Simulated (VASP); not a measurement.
# NaCl (Fm-3m) in VASP: settings compared

The runs below take NaCl through single point, with LDA, r2SCAN+D3(BJ), r2SCAN.

All numbers are computed with VASP 6.6.1; they aren't measurements. Logs are shortened: lines on timing, memory, paths and dates and some standing lists are left out, and cuts for length are marked.

## 1. The cell of the first run

It takes space group Fm-3m (No. 225, cubic). The conventional cell has a = 5.605 Å, b = 5.605 Å, c = 5.605 Å, α = 90.00°, β = 90.00°, γ = 90.00°. Within 3.7 Å of Na (site symmetry m-3m) lie 6 Cl at 2.80 Å. Cl (site symmetry m-3m) has 6 Na at 2.80 Å within 3.7 Å.

## 2. Single point, LDA

INCAR reads:

```
PREC = Accurate
ENCUT = 500
EDIFF = 1E-6
ISMEAR = 0
SIGMA = 0.01
LREAL = F
LASPH = T
NELM = 120
ALGO = Normal
ISIF = 2
LWAVE = F
LCHARG = F
GGA = CA
NBANDS = 14
GGA_COMPAT = F
```

KPOINTS reads:

```
Automatic mesh
0
Gamma
  4 4 4
```

POSCAR reads:

```
NaCl
1.0
    0.0000000000      2.8027319616      2.8027319616
    2.8027319616      0.0000000000      2.8027319616
    2.8027319616      2.8027319616      0.0000000000
Na Cl
1 1
Direct
    0.0000000000      0.0000000000      0.0000000000
    0.5000000000      0.5000000000      0.5000000000
```

Potentials or basis: VASP PAW LDA potentials, release 64 (Na_pv, Cl).

The run is started by

```bash
> cat potpaw_LDA.64/Na_pv/POTCAR potpaw_LDA.64/Cl/POTCAR > POTCAR
> mpirun -np 1 vasp_std > vasp.out
```

OUTCAR:

```text
PREC = Accurate
   ENCUT = 500
   EDIFF = 1E-6
   ISMEAR = 0
   LREAL = F
   LASPH = T
   NELM = 120
   ISIF = 2
   GGA = CA

 ion  position               nearest neighbor table
   1  0.000  0.000  0.000-
   2  0.500  0.500  0.500-

  LATTYP: Found a face centered cubic cell.
 ALAT       =     5.6054639232

  Lattice vectors:

 A1 = (   0.0000000000,   2.8027319616,   2.8027319616)
 A2 = (   2.8027319616,   0.0000000000,   2.8027319616)
 A3 = (   2.8027319616,   2.8027319616,   0.0000000000)

Analysis of symmetry for initial positions (statically):
=====================================================================
 Subroutine PRICEL returns:
 Original cell was already a primitive cell.

 Routine SETGRP: Setting up the symmetry group for a
 face centered cubic supercell.

 Subroutine GETGRP returns: Found 48 space group operations
 (whereof 48 operations were pure point group operations)
 out of a pool of 48 trial point group operations.

The static configuration has the point symmetry O_h .

Analysis of symmetry for dynamics (positions and initial velocities):
=====================================================================
 Subroutine PRICEL returns:
 Original cell was already a primitive cell.

 Routine SETGRP: Setting up the symmetry group for a
 face centered cubic supercell.

 Subroutine GETGRP returns: Found 48 space group operations
 (whereof 48 operations were pure point group operations)
 out of a pool of 48 trial point group operations.

The dynamic configuration has the point symmetry O_h .

 Subroutine INISYM returns: Found 48 space group operations
 (whereof 48 operations are pure point group operations),
 and found     1 'primitive' translations

----------------------------------------------------------------------------------------

                                     Primitive cell

  volume of cell :      44.0326

  direct lattice vectors                    reciprocal lattice vectors
     0.000000000  2.802731962  2.802731962    -0.178397366  0.178397366  0.178397366
     2.802731962  0.000000000  2.802731962     0.178397366 -0.178397366  0.178397366
     2.802731962  2.802731962  0.000000000     0.178397366  0.178397366 -0.178397366

  length of vectors
     3.963661552  3.963661552  3.963661552     0.308993302  0.308993302  0.308993302

[... 70 lines left out ...]
   ISYM   =      2    0-nonsym 1-usesym 2-fastsym
   POTIM  = 0.5000    time-step for ionic-motion
   TEBEG  =    0.0;   TEEND  =   0.0 temperature during run
   PSTRESS=    0.0 pullay stress
   NELECT =      14.0000    total number of electrons
   NUPDOWN=      -1.0000    fix difference up-down
   EMIN   =  10.00;   EMAX   =-10.00  energy-range for DOS
   EFERMI =   0.00;   METHOD = LEGACY
   ISMEAR =     0;   SIGMA  =   0.01  broadening in eV -4-tet -1-fermi 0-gaus
   EFERMI_NEDOS =   21; number of points for ismear=-14 and -15
   IALGO  =     38    algorithm
   IMIX   =      4    mixing-type and parameters
     AMIX     =   0.40;   BMIX     =  1.00
     AMIX_MAG =   1.60;   BMIX_MAG =  1.00
  volume/ion in A,a.u.               =      22.02       148.57
  Fermi-wavevector in a.u.,A,eV,Ry     =   1.117359  2.111502 16.986744  1.248490
  Thomas-Fermi vector in A             =   2.253981
   LORBIT       =      0    0 simple, 1 ext, 2 COOP (PROOUT), +10 PAW based schemes
   GGA     = CA    functional components
   LHFCALC =     F    Hartree Fock is set to
   AEXX    =    0.0000 exact exchange contribution
   IVDW    =     0    specifies the selected vdW correction
   LEPSILON=     F    determine dielectric tensor
   LRPA    =     F    only Hartree local field effects (RPA)
 non-spin polarized calculation
 Gauss-broadening in eV      SIGMA  =   0.01
  energy-cutoff  :      500.00
  volume of cell :       44.03
 maximum number of plane-waves:      1139
 NGX is ok and might be reduce to    30
   NGX = 15   NGY = 15   NGZ = 15

 number of electron      14.0000007 magnetization

 Free energy of the ion-electron system (eV)
  ---------------------------------------------------
  ext. energy  EPLUGINS =         0.00000000
  ---------------------------------------------------
  free energy    TOTEN  =        -7.36506862 eV

  energy without entropy =       -7.36506862  energy(sigma->0) =       -7.36506862

 E-fermi :  -0.6911     XC(G=0):  -8.8001

 val. band max:       -0.8383111543   @ k =   0.0000   0.0000   0.0000
 cond. band min:       3.9274813078   @ k =   0.0000   0.0000   0.0000
 fundamental gap:      4.7657924621
 Fermi energy:        -0.6910903076

 k-point     1 :       0.0000    0.0000    0.0000
  band No.  band energies     occupation
      1     -21.5873      2.00000
      2     -21.5873      2.00000
      3     -21.5873      2.00000
      4     -13.4650      2.00000
      5      -0.8383      2.00000
      6      -0.8383      2.00000
      7      -0.8383      2.00000
      8       3.9275      0.00000
      9      10.0239      0.00000
     10      10.0239      0.00000
     11      10.0239      0.00000
     12      12.2778      0.00000
     13      12.2778      0.00000
     14      13.6784      0.00000
[... 105 lines left out ...]
      1     -21.6036      2.00000
      2     -21.6036      2.00000
      3     -21.5991      2.00000
      4     -13.0186      2.00000
      5      -2.1229      2.00000
      6      -2.1229      2.00000
      7      -1.6573      2.00000
      8       7.7278      0.00000
      9       8.5831      0.00000
     10       8.5831      0.00000
     11      10.2374      0.00000
     12      14.6384      0.00000
     13      14.6384      0.00000
     14      15.3528      0.00000

------------------------ aborting loop because EDIFF is reached ----------------------------------------

  FORCE on cell =-STRESS in cart. coord.  units (eV):
  Direction    XX          YY          ZZ          XY          YZ          ZX
  --------------------------------------------------------------------------------------
  -------------------------------------------------------------------------------------
  Total       -0.5605822     -0.5605822     -0.5605822      0.0000000     -0.0000000      0.0000000
  in kB      -20.3974195    -20.3974195    -20.3974195      0.0000000     -0.0000000      0.0000000
  external PRESSURE =     -20.3974195 kB  Pullay stress =       0.0000000 kB

 VOLUME and BASIS-vectors are now :
 -----------------------------------------------------------------------------
  energy-cutoff  :      500.00
  volume of cell :       44.03
      direct lattice vectors                 reciprocal lattice vectors
     0.000000000  2.802731962  2.802731962    -0.178397366  0.178397366  0.178397366
     2.802731962  0.000000000  2.802731962     0.178397366 -0.178397366  0.178397366
     2.802731962  2.802731962  0.000000000     0.178397366  0.178397366 -0.178397366

 POSITION                                       TOTAL-FORCE (eV/Angst)
 -----------------------------------------------------------------------------------
      0.00000      0.00000      0.00000         0.000000     -0.000000      0.000000
      2.80273      2.80273      2.80273        -0.000000      0.000000     -0.000000
 -----------------------------------------------------------------------------------
    total drift:                               -0.000000      0.000000      0.000000

  FREE ENERGIE OF THE ION-ELECTRON SYSTEM (eV)
  ---------------------------------------------------
  free  energy   TOTEN  =        -7.3650686176 eV

  energy  without entropy=       -7.3650686176  energy(sigma->0) =       -7.36506862
```

OSZICAR:

```text
N       E                     dE             d eps       ncg     rms          rms(c)
DAV:   1     0.100107389053E+03    0.10011E+03   -0.65040E+03   224   0.967E+02
DAV:   2    -0.425056361952E+00   -0.10053E+03   -0.93874E+02   260   0.279E+02
DAV:   3    -0.746102970690E+01   -0.70360E+01   -0.70095E+01   296   0.686E+01
DAV:   4    -0.756083570583E+01   -0.99806E-01   -0.99781E-01   260   0.888E+00
DAV:   5    -0.756290783725E+01   -0.20721E-02   -0.20720E-02   286   0.129E+00    0.204E+00
DAV:   6    -0.738696681132E+01    0.17594E+00   -0.27299E-01   260   0.328E+00    0.149E+00
DAV:   7    -0.736693755098E+01    0.20029E-01   -0.53222E-02   314   0.138E+00    0.971E-01
DAV:   8    -0.736520226949E+01    0.17353E-02   -0.51054E-03   266   0.658E-01    0.305E-01
DAV:   9    -0.736507801743E+01    0.12425E-03   -0.19280E-04   284   0.103E-01    0.159E-01
DAV:  10    -0.736506937050E+01    0.86469E-05   -0.11792E-04   284   0.819E-02    0.809E-03
DAV:  11    -0.736506861763E+01    0.75287E-06   -0.43332E-06   272   0.217E-02
   1 F= -.73650686E+01 E0= -.73650686E+01  d E =-.196535E-97
```

stdout:

```text
POSCAR found type information on POSCAR NaCl
 POSCAR found :  2 types and       2 ions
 scaLAPACK will be used
 LDA part: xc-table for (Slater(with rela. corr.)+CA(PZ))
 , standard interpolation
 POSCAR, INCAR and KPOINTS ok, starting setup
 FFT: planning ... GRIDC
 FFT: planning ... GRID_SOFT
 FFT: planning ... GRID
 WAVECAR not read
 entering main loop
```

It took 2.8 s on 1 thread of Intel Xeon 6975P-C (Granite Rapids), shared host; peak memory 0.13 GiB.

What came out:

```
Free energy            : -7.3651 eV
Pressure               : -2.0 GPa
Band gap on the k mesh : 4.77 eV
```

Levels at points of the mesh, in eV from the valence-band top:
| k point | band 5 | band 6 | band 7 | band 8 | band 9 | band 10 |
| --- | --- | --- | --- | --- | --- | --- |
| (0.00, 0.00, 0.00) | 0.00 | 0.00 | 0.00 | 4.77 | 10.86 | 10.86 |
| (0.50, 0.00, 0.00) | -2.08 | -0.29 | -0.29 | 6.92 | 10.41 | 10.72 |
| (0.50, 0.50, 0.00) | -1.79 | -0.64 | -0.64 | 7.22 | 7.72 | 11.06 |

Caveat: the k points lie up to 0.49 Å⁻¹ apart. As with any semilocal functional, this LDA gap is likely too small.

## 3. Single point, r2SCAN+D3(BJ)

POSCAR is that of step 2.

INCAR.step1 reads:

```
SYSTEM = NaCl
PREC = Accurate
ENCUT = 550
ISMEAR = 0
SIGMA = 0.01
LREAL = .FALSE.
LASPH = .TRUE.
NELM = 120
NBANDS = 14
GGA = PE
ALGO = Normal
EDIFF = 1E-5
LWAVE = .TRUE.
LCHARG = .FALSE.
GGA_COMPAT = .FALSE.
```

INCAR.step2 reads:

```
SYSTEM = NaCl
PREC = Accurate
ENCUT = 550
EDIFF = 1E-6
ISMEAR = 0
SIGMA = 0.01
LREAL = .FALSE.
LASPH = .TRUE.
NELM = 120
ALGO = Normal
ISIF = 2
LWAVE = .FALSE.
LCHARG = .FALSE.
METAGGA = R2SCAN
LMIXTAU = .TRUE.
IVDW = 12
VDW_S6 = 1.0
VDW_S8 = 0.78981345
VDW_A1 = 0.49484001
VDW_A2 = 5.73083694
NBANDS = 14
ISTART = 1
GGA_COMPAT = .FALSE.
```

KPOINTS reads:

```
Automatic mesh
0
G
  6 6 6
  0 0 0
```

Potentials or basis: VASP PAW PBE potentials, release 64 (Na_pv, Cl).

The run is started by

```bash
> cat potpaw_PBE.64/Na_pv/POTCAR potpaw_PBE.64/Cl/POTCAR > POTCAR
> cp INCAR.step1 INCAR
> mpirun -np 1 vasp_std > vasp.out
> cp INCAR.step2 INCAR
> mpirun -np 1 vasp_std > vasp.out
```

Wall time 23 s (1 thread of Intel Xeon 6975P-C (Granite Rapids), shared host); peak memory 0.17 GiB.

The run converged. Its results:

```yaml
Free_energy: -13.9993 eV
Pressure: -0.9 GPa
Band_gap_on_the_k_mesh: 6.00 eV
Dispersion_energy_per_atom: -0.104 eV
```

Levels at points of the mesh, in eV from the valence-band top:
```
           k point  band 5  band 6  band 7  band 8  band 9  band 10
(0.00, 0.00, 0.00)    0.00    0.00    0.00    6.00   11.78    11.78
(0.50, 0.00, 0.00)   -1.98   -0.29   -0.29    7.98   11.77    11.81
(0.50, 0.50, 0.00)   -1.73   -0.63   -0.63    8.50    8.60    12.35
```

Caveat: the PAW data sets were made with another functional, which shifts forces and pressure a little.

## 4. Single point, r2SCAN

POSCAR is that of step 3.

INCAR.step1 reads:

```
PREC = Accurate
ENCUT = 550
ISMEAR = 1
SIGMA = 0.5
LREAL = False
LASPH = True
NELM = 120
NBANDS = 14
GGA = PE
ALGO = Normal
EDIFF = 1E-5
LWAVE = True
LCHARG = False
GGA_COMPAT = False
```

INCAR.step2 reads:

```
PREC = Accurate
ENCUT = 550
EDIFF = 1E-6
ISMEAR = 1
SIGMA = 0.5
LREAL = False
LASPH = True
NELM = 120
ALGO = Normal
ISIF = 2
LWAVE = False
LCHARG = True
METAGGA = R2SCAN
LMIXTAU = True
LELF = True
LVHAR = True
NBANDS = 14
ISTART = 1
GGA_COMPAT = False
```

KPOINTS reads:

```
regular mesh
0
Gamma
  6 6 6
```

The run is started by

```bash
> cat potpaw_PBE.64/Na_pv/POTCAR potpaw_PBE.64/Cl/POTCAR > POTCAR
> cp INCAR.step1 INCAR
> mpirun -np 1 vasp_std > vasp.out
> cp INCAR.step2 INCAR
> mpirun -np 1 vasp_std > vasp.out
```

Wall time 26 s (1 thread of Intel Xeon 6975P-C (Granite Rapids), shared host); peak memory 0.17 GiB.

Results (log left out):

- Free energy: -13.7606 eV
- Pressure: -0.3 GPa
- Band gap on the k mesh: 6.00 eV

Levels at points of the mesh, in eV from the valence-band top:
```
           k point  band 3  band 4  band 5  band 6  band 7  band 8  band 9  band 10  band 11  band 12
(0.00, 0.00, 0.00)  -21.47  -13.27    0.00    0.00    0.00    6.00   11.78    11.78    11.78    14.06
(0.50, 0.00, 0.00)  -21.47  -12.91   -1.98   -0.29   -0.29    7.99   11.77    11.82    11.82    16.12
(0.50, 0.50, 0.00)  -21.48  -12.86   -1.73   -0.62   -0.62    8.50    8.60    12.35    16.09    16.09
```

Caveat: the PAW data sets were made with another functional, which shifts forces and pressure a little. r2SCAN opens gaps a little over a GGA but as a rule still falls short of measured ones.

## 5. Summary

```csv
level,potentials or basis,k mesh,cutoff (eV),smearing,gap on the mesh (eV),pressure (GPa)
LDA,"VASP PAW LDA potentials, release 64 (Na_pv, Cl)",4 × 4 × 4,500,gaussian 0.01 eV,4.77,-2.0
r2SCAN+D3(BJ),"VASP PAW PBE potentials, release 64 (Na_pv, Cl)",6 × 6 × 6,550,gaussian 0.01 eV,6.00,-0.9
r2SCAN,"VASP PAW PBE potentials, release 64 (Na_pv, Cl)",6 × 6 × 6,550,methfessel-paxton 0.5 eV,6.00,-0.3
```

Alike in all rows: task single point; no spin polarisation; cell as given.

Caveats: some runs use coarse meshes; the PAW data sets were made with another functional, which shifts forces and pressure a little (at least some runs).

Absolute energies hang on the potentials; compare differences alone.
